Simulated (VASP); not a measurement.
# Te2Mo in VASP: a series of runs

Aim: see how the results for Te2Mo move with the level of theory and the settings. Levels: LDA, PBE+D3(BJ). Tasks: single point.

All numbers are computed with VASP 6.6.1; they aren't measurements. Logs are shortened: lines on timing, memory, paths and dates and some standing lists are left out, and cuts for length are marked.

## (1) The cell of the first run

The cell holds a slab with vacuum, 3 atoms: a = 3.467 Å, b = 3.467 Å, c = 33.270 Å, α = 90.00°, β = 90.00°, γ = 120.00°.

## (2) Single point, LDA

Input file INCAR:

```
SYSTEM = Te2Mo
PREC     = Accurate       ! precision mode
ENCUT    = 520            ! plane-wave cutoff, eV
EDIFF    = 1E-7           ! SCF threshold, eV
ISMEAR   = 0              ! smearing method
SIGMA    = 0.02           ! smearing width, eV
LREAL    = .FALSE.        ! projectors in reciprocal space
LASPH    = .TRUE.         ! aspherical terms in the spheres
NELM     = 80             ! most SCF steps
ALGO     = Normal         ! electronic algorithm
ISIF     = 2              ! what is computed and relaxed
LWAVE    = .FALSE.        ! write WAVECAR
LCHARG   = .FALSE.        ! write CHGCAR
LDIPOL   = .TRUE.       
IDIPOL   = 3            
DIPOL    = 0.5 0.5 0.500
NBANDS   = 20             ! bands
```

Input file KPOINTS:

```
regular mesh
0
G
  9 9 1
  0 0 0
```

Input file POSCAR:

```
Te2Mo
1.0
    3.4670148487      0.0000000000      0.0000000000
   -1.7335074243      3.0025229342      0.0000000000
    0.0000000000      0.0000000000     33.2702847815
Te Mo
2 1
Direct
    0.3333333333      0.6666666667      0.4460575550
    0.3333333333      0.6666666667      0.5539424450
    0.6666666667      0.3333333333      0.5000000000
```

Potentials or basis: VASP PAW LDA potentials, release 64 (Te, Mo_sv).

Launch:

```console
$ cat potpaw_LDA.64/Te/POTCAR potpaw_LDA.64/Mo_sv/POTCAR > POTCAR
$ mpirun -np 1 vasp_std > vasp.out
```

OUTCAR:

```text
SYSTEM = Te2Mo
   PREC = Accurate
   ENCUT = 520
   EDIFF = 1E-7
   ISMEAR = 0
   LREAL = .FALSE.
   LASPH = .TRUE.
   NELM = 80
   ISIF = 2

 ion  position               nearest neighbor table
   1  0.333  0.667  0.446-   3 2.69   3 2.69   3 2.69   2 3.59
   2  0.333  0.667  0.554-   3 2.69   3 2.69   3 2.69   1 3.59
   3  0.667  0.333  0.500-   1 2.69   2 2.69   1 2.69   2 2.69   1 2.69   2 2.69

  LATTYP: Found a hexagonal cell.
 ALAT       =     3.4670148487
 C/A-ratio  =     9.5962337150

  Lattice vectors:

 A1 = (   3.4670148487,   0.0000000000,   0.0000000000)
 A2 = (  -1.7335074243,   3.0025229342,   0.0000000000)
 A3 = (   0.0000000000,   0.0000000000,  33.2702847815)

Analysis of symmetry for initial positions (statically):
=====================================================================
 Subroutine PRICEL returns:
 Original cell was already a primitive cell.

 Routine SETGRP: Setting up the symmetry group for a
 hexagonal supercell.

 Subroutine GETGRP returns: Found 12 space group operations
 (whereof 12 operations were pure point group operations)
 out of a pool of 24 trial point group operations.

The static configuration has the point symmetry D_3h.

Analysis of symmetry for dynamics (positions and initial velocities):
=====================================================================
 Subroutine PRICEL returns:
 Original cell was already a primitive cell.

 Routine SETGRP: Setting up the symmetry group for a
 hexagonal supercell.

 Subroutine GETGRP returns: Found 12 space group operations
 (whereof 12 operations were pure point group operations)
 out of a pool of 24 trial point group operations.

The dynamic configuration has the point symmetry D_3h.

 Subroutine INISYM returns: Found 12 space group operations
 (whereof 12 operations are pure point group operations),
 and found     1 'primitive' translations

----------------------------------------------------------------------------------------

                                     Primitive cell

  volume of cell :     346.3367

  direct lattice vectors                    reciprocal lattice vectors
     3.467014849  0.000000000  0.000000000     0.288432569  0.166526621  0.000000000
    -1.733507424  3.002522934  0.000000000     0.000000000  0.333053243  0.000000000
     0.000000000  0.000000000 33.270284782     0.000000000  0.000000000  0.030056851

  length of vectors
     3.467014849  3.467014849 33.270284782     0.333053243  0.333053243  0.030056851

  position of ions in fractional coordinates (direct lattice)
     0.333333333  0.666666667  0.446057555
     0.333333333  0.666666667  0.553942445
     0.666666667  0.333333333  0.500000000

  ion indices of the primitive-cell ions
   primitive index   ion index
                 1           1
                 2           2
                 3           3

----------------------------------------------------------------------------------------

 KPOINTS: regular mesh

Automatic generation of k-mesh.
 Grid dimensions read from file:
 generate k-points for:    9    9    1

 Generating k-lattice:

  Cartesian coordinates                     Fractional coordinates (reciprocal lattice)
     0.032048063  0.018502958  0.000000000     0.111111111 -0.000000000  0.000000000
     0.000000000  0.037005916  0.000000000     0.000000000  0.111111111  0.000000000
     0.000000000  0.000000000  0.030056851     0.000000000  0.000000000  1.000000000

  Length of vectors
     0.037005916  0.037005916  0.030056851

  Shift w.r.t. Gamma in fractional coordinates (k-lattice)
     0.000000000  0.000000000  0.000000000

 Subroutine IBZKPT returns following result:
 ===========================================

 Found     12 irreducible k-points:

 Following reciprocal coordinates:
            Coordinates               Weight
  0.000000  0.000000  0.000000      1.000000
  0.111111 -0.000000  0.000000      6.000000
  0.222222 -0.000000  0.000000      6.000000
  0.333333 -0.000000  0.000000      6.000000
  0.444444 -0.000000  0.000000      6.000000
  0.111111  0.111111  0.000000      6.000000
  0.222222  0.111111  0.000000     12.000000
  0.333333  0.111111  0.000000     12.000000
  0.444444  0.111111  0.000000      6.000000
  0.222222  0.222222  0.000000      6.000000
  0.333333  0.222222  0.000000     12.000000
  0.333333  0.333333  0.000000      2.000000
   k-points           NKPTS =     12   k-points in BZ     NKDIM =     12   number of bands    NBANDS=     20
   number of dos      NEDOS =    301   number of ions     NIONS =      3
   total plane-waves  NPLWV = 196000
   dimension x,y,z NGX =    28 NGY =   28 NGZ =  250
   dimension x,y,z NGXF=    56 NGYF=   56 NGZF=  500
   ions per type =               2   1
   NGX,Y,Z   is equivalent  to a cutoff of  13.43, 13.43, 12.49 a.u.
   NGXF,Y,Z  is equivalent  to a cutoff of  26.85, 26.85, 24.98 a.u.
 SYSTEM =  Te2Mo
   PREC   = accura    normal or accurate (medium, high low for compatibility)
   ISTART =      0    job   : 0-new  1-cont  2-samecut
   ICHARG =      2    charge: 1-file 2-atom 10-const
   ISPIN  =      1    spin polarized calculation?
   LNONCOLLINEAR =      F non collinear calculations
   LSORBIT =      F    spin-orbit coupling
   LASPH  =      T    aspherical Exc in radial PAW
   ENCUT  =  520.0 eV  38.22 Ry    6.18 a.u.   6.45  6.45 61.86*2*pi/ulx,y,z
   NELM   =     80;   NELMIN=  2; NELMDL= -5     # of ELM steps
   EDIFF  = 0.1E-06   stopping-criterion for ELM
   LREAL  =      F    real-space projection
   EDIFFG = 0.1E-05   stopping-criterion for IOM
   NSW    =      0    number of steps for IOM
   IBRION =     -1    ionic relax: 0-MD 1-quasi-New 2-CG
   NFREE  =      0    steps in history (QN), initial steepest desc. (CG)
   ISIF   =      2    stress and relaxation
   ISYM   =      2    0-nonsym 1-usesym 2-fastsym
   POTIM  = 0.5000    time-step for ionic-motion
   TEBEG  =    0.0;   TEEND  =   0.0 temperature during run
   PSTRESS=    0.0 pullay stress
   NELECT =      26.0000    total number of electrons
   NUPDOWN=      -1.0000    fix difference up-down
   EMIN   =  10.00;   EMAX   =-10.00  energy-range for DOS
   EFERMI =   0.00;   METHOD = LEGACY
   ISMEAR =     0;   SIGMA  =   0.02  broadening in eV -4-tet -1-fermi 0-gaus
   EFERMI_NEDOS =   21; number of points for ismear=-14 and -15
   IALGO  =     38    algorithm
   IMIX   =      4    mixing-type and parameters
     AMIX     =   0.40;   BMIX     =  1.00
     AMIX_MAG =   1.60;   BMIX_MAG =  1.00
  volume/ion in A,a.u.               =     115.45       779.07
  Fermi-wavevector in a.u.,A,eV,Ry     =   0.690610  1.305064  6.489199  0.476943
  Thomas-Fermi vector in A             =   1.772027
   LORBIT       =      0    0 simple, 1 ext, 2 COOP (PROOUT), +10 PAW based schemes
   GGA     = CA    functional components
   LHFCALC =     F    Hartree Fock is set to
   AEXX    =    0.0000 exact exchange contribution
   IVDW    =     0    specifies the selected vdW correction
   LEPSILON=     F    determine dielectric tensor
   LRPA    =     F    only Hartree local field effects (RPA)
 non-spin polarized calculation
 Gauss-broadening in eV      SIGMA  =   0.02
  energy-cutoff  :      520.00
  volume of cell :      346.34
 maximum number of plane-waves:      9395
 NGX is ok and might be reduce to    28
   NGX = 13   NGY = 13   NGZ =123

 dipolmoment           0.000000      0.000000      0.000000 electrons x Angstroem

 number of electron      26.0000002 magnetization

 dipolmoment           0.000000      0.000000     -0.000000 electrons x Angstroem

 Free energy of the ion-electron system (eV)
  ---------------------------------------------------
  ext. energy  EPLUGINS =         0.00000000
  ---------------------------------------------------
  free energy    TOTEN  =       -20.47151567 eV

  energy without entropy =      -20.47151567  energy(sigma->0) =      -20.47151567

 E-fermi :  -2.2231     XC(G=0):  -2.6157

 val. band max:       -2.3510876259   @ k =   0.3333   0.3333   0.0000
 cond. band min:      -1.1115506089   @ k =   0.3333   0.3333   0.0000
 fundamental gap:      1.2395370170
 Fermi energy:        -2.2230811689

 k-point     1 :       0.0000    0.0000    0.0000
  band No.  band energies     occupation
      1     -62.5740      2.00000
      2     -36.9711      2.00000
      3     -36.7910      2.00000
      4     -36.7910      2.00000
      5     -15.2208      2.00000
      6     -14.2230      2.00000
[... 12 lines left out ...]
     19       2.3398      0.00000
     20       2.8547      0.00000

 k-point     2 :       0.1111   -0.0000    0.0000
  band No.  band energies     occupation
      1     -62.5726      2.00000
      2     -36.9669      2.00000
      3     -36.8097      2.00000
      4     -36.7953      2.00000
      5     -15.0375      2.00000
      6     -14.0971      2.00000
[... 12 lines left out ...]
     19       2.5552      0.00000
     20       3.0630      0.00000

 k-point     3 :       0.2222   -0.0000    0.0000
  band No.  band energies     occupation
      1     -62.5688      2.00000
      2     -36.9561      2.00000
      3     -36.8568      2.00000
      4     -36.8062      2.00000
      5     -14.5183      2.00000
      6     -13.7415      2.00000
[... 12 lines left out ...]
     19       3.1611      0.00000
     20       3.6745      0.00000

 k-point     4 :       0.3333   -0.0000    0.0000
  band No.  band energies     occupation
      1     -62.5645      2.00000
      2     -36.9439      2.00000
      3     -36.9099      2.00000
      4     -36.8185      2.00000
      5     -13.7787      2.00000
      6     -13.2453      2.00000
[... 153 lines left out ...]
 k-point    11 :       0.3333    0.2222    0.0000
  band No.  band energies     occupation
      1     -62.5605      2.00000
      2     -36.9324      2.00000
      3     -36.9256      2.00000
      4     -36.8643      2.00000
      5     -12.8715      2.00000
      6     -12.6420      2.00000
[... 12 lines left out ...]
     19       4.1097      0.00000
     20       4.7148      0.00000

 k-point    12 :       0.3333    0.3333    0.0000
  band No.  band energies     occupation
      1     -62.5598      2.00000
      2     -36.9303      2.00000
      3     -36.9111      2.00000
      4     -36.8903      2.00000
      5     -12.6802      2.00000
      6     -12.5099      2.00000
[... 12 lines left out ...]
     19       2.8985      0.00000
     20       4.9829      0.00000

------------------------ aborting loop because EDIFF is reached ----------------------------------------

 vacuum level on the upper side and lower side of the slab       (xc-potential included)        -0.066        -0.066

  FORCE on cell =-STRESS in cart. coord.  units (eV):
  Direction    XX          YY          ZZ          XY          YZ          ZX
  --------------------------------------------------------------------------------------
  -------------------------------------------------------------------------------------
  Total        0.1013521      0.1013521      0.1960873      0.0000000      0.0000000      0.0000000
  in kB        0.4688619      0.4688619      0.9071131      0.0000000      0.0000000      0.0000000
  external PRESSURE =       0.6149457 kB  Pullay stress =       0.0000000 kB

 VOLUME and BASIS-vectors are now :
 -----------------------------------------------------------------------------
  energy-cutoff  :      520.00
  volume of cell :      346.34
      direct lattice vectors                 reciprocal lattice vectors
     3.467014849  0.000000000  0.000000000     0.288432569  0.166526621  0.000000000
    -1.733507424  3.002522934  0.000000000     0.000000000  0.333053243  0.000000000
     0.000000000  0.000000000 33.270284782     0.000000000  0.000000000  0.030056851

 POSITION                                       TOTAL-FORCE (eV/Angst)
 -----------------------------------------------------------------------------------
     -0.00000      2.00168     14.84046        -0.000000     -0.000000     -0.058036
     -0.00000      2.00168     18.42982        -0.000000     -0.000000      0.058036
      1.73351      1.00084     16.63514         0.000000      0.000000      0.000000
 -----------------------------------------------------------------------------------
    total drift:                               -0.000000      0.000000     -0.000000

  FREE ENERGIE OF THE ION-ELECTRON SYSTEM (eV)
  ---------------------------------------------------
  free  energy   TOTEN  =       -20.4715156733 eV

  energy  without entropy=      -20.4715156733  energy(sigma->0) =      -20.47151567

 vacuum level on the upper side and lower side of the slab         2.762         2.762
```

It took 97 s on 1 thread of Intel Xeon 6975P-C (Granite Rapids), shared host; peak memory 0.38 GiB.

What came out:

```yaml
Free_energy: -20.4715 eV
Largest_force: 0.058 eV/Å
Band_gap_on_the_k_mesh: 1.24 eV, direct
```

Forces in eV/Å, atoms in the order of the input:
```
Te   0.000  0.000 -0.058
Te   0.000  0.000  0.058
Mo   0.000  0.000  0.000
```

Levels at points of the mesh, in eV from the valence-band top:
```
           k point  band 11  band 12  band 13  band 14  band 15  band 16
(0.00, 0.00, 0.00)    -0.82    -0.82    -0.58     3.37     3.37     3.69
```

Caveat: spin-orbit coupling is left out, which moves the levels of the heavy elements.

## (3) Single point, PBE+D3(BJ)

This run uses another cell than the first one, of 117.91 Å³/atom, 1.021 times its volume.

INCAR: that of step 2 with these lines changed.

```diff
@@ -3,3 +3,3 @@
 ENCUT    = 520            ! plane-wave cutoff, eV
-EDIFF    = 1E-7           ! SCF threshold, eV
+EDIFF    = 1E-6           ! SCF threshold, eV
 ISMEAR   = 0              ! smearing method
@@ -12,3 +12,3 @@
 LWAVE    = .FALSE.        ! write WAVECAR
-LCHARG   = .FALSE.        ! write CHGCAR
+LCHARG   = .TRUE.         ! write CHGCAR
 LDIPOL   = .TRUE.       
@@ -16,2 +16,7 @@
 DIPOL    = 0.5 0.5 0.500
+GGA      = PE             ! functional
+IVDW     = 12             ! dispersion correction
+LELF     = .TRUE.         ! ELF
+LVHAR    = .TRUE.       
+LVACPOTAV= .TRUE.       
 NBANDS   = 20             ! bands
```

Input file KPOINTS:

```
Automatic mesh
0
G
  9 9 1
  0 0 0
```

Input file POSCAR:

```
Te2Mo
1.0
    3.5038241256      0.0000000000      0.0000000000
   -1.7519120628      3.0344007031      0.0000000000
    0.0000000000      0.0000000000     33.2702847815
Te Mo
2 1
Direct
    0.3333333333      0.6666666667      0.4453867173
    0.3333333333      0.6666666667      0.5546132827
    0.6666666667      0.3333333333      0.5000000000
```

Potentials or basis: VASP PAW PBE potentials, release 64 (Te, Mo_sv).

Launch:

```console
$ cat potpaw_PBE.64/Te/POTCAR potpaw_PBE.64/Mo_sv/POTCAR > POTCAR
$ mpirun -np 1 vasp_std > vasp.out
```

OUTCAR:

```text
SYSTEM = Te2Mo
   PREC = Accurate
   ENCUT = 520
   EDIFF = 1E-6
   ISMEAR = 0
   LREAL = .FALSE.
   LASPH = .TRUE.
   NELM = 80
   ISIF = 2
   GGA = PE
   IVDW = 12
 IVDW          = 12

 ion  position               nearest neighbor table
   1  0.333  0.667  0.445-   3 2.72   3 2.72   3 2.72   2 3.63
   2  0.333  0.667  0.555-   3 2.72   3 2.72   3 2.72   1 3.63
   3  0.667  0.333  0.500-   1 2.72   2 2.72   1 2.72   2 2.72   1 2.72   2 2.72

  LATTYP: Found a hexagonal cell.
 ALAT       =     3.5038241256
 C/A-ratio  =     9.4954208855
[... 465 lines left out ...]
  Direction    XX          YY          ZZ          XY          YZ          ZX
  --------------------------------------------------------------------------------------
  -------------------------------------------------------------------------------------
  Total      -0.00085    -0.00085     0.03538     0.00000    -0.00000     0.00000
  in kB      -0.00384    -0.00384     0.16024     0.00000    -0.00000     0.00000
  external pressure =        0.05 kB  Pullay stress =        0.00 kB

 VOLUME and BASIS-vectors are now :
 -----------------------------------------------------------------------------
  energy-cutoff  :      520.00
  volume of cell :      353.73
      direct lattice vectors                 reciprocal lattice vectors
     3.503824126  0.000000000  0.000000000     0.285402453  0.164777183  0.000000000
    -1.751912063  3.034400703  0.000000000     0.000000000  0.329554366  0.000000000
     0.000000000  0.000000000 33.270284782     0.000000000  0.000000000  0.030056851

 POSITION                                       TOTAL-FORCE (eV/Angst)
 -----------------------------------------------------------------------------------
     -0.00000      2.02293     14.81814         0.000000      0.000000     -0.012690
     -0.00000      2.02293     18.45214         0.000000      0.000000      0.012690
      1.75191      1.01147     16.63514        -0.000000      0.000000      0.000000
 -----------------------------------------------------------------------------------
    total drift:                               -0.000000      0.000000      0.000000

  FREE ENERGIE OF THE ION-ELECTRON SYSTEM (eV)
  ---------------------------------------------------
  free  energy   TOTEN  =       -19.2102907262 eV

  energy  without entropy=      -19.2102907262  energy(sigma->0) =      -19.21029073

 vacuum level on the upper side and lower side of the slab         2.720         2.720
```

Wall time 94 s (1 thread of Intel Xeon 6975P-C (Granite Rapids), shared host); peak memory 0.47 GiB.

Results:

| Quantity | Value |
| --- | --- |
| Free energy | -19.2103 eV |
| Largest force | 0.013 eV/Å |
| Band gap on the k mesh | 1.19 eV, direct |
| Dispersion energy per atom | -0.401 eV |

Forces on the atoms (eV/Å):
```
Te   0.000  0.000 -0.013
Te   0.000  0.000  0.013
Mo   0.000  0.000  0.000
```

Levels at points of the mesh, in eV from the valence-band top:
```tsv
k point	band 11	band 12	band 13	band 14	band 15	band 16
(0.00, 0.00, 0.00)	-0.82	-0.82	-0.58	3.21	3.21	3.48
```

Caveat: spin-orbit coupling is left out, which moves the levels of the heavy elements.
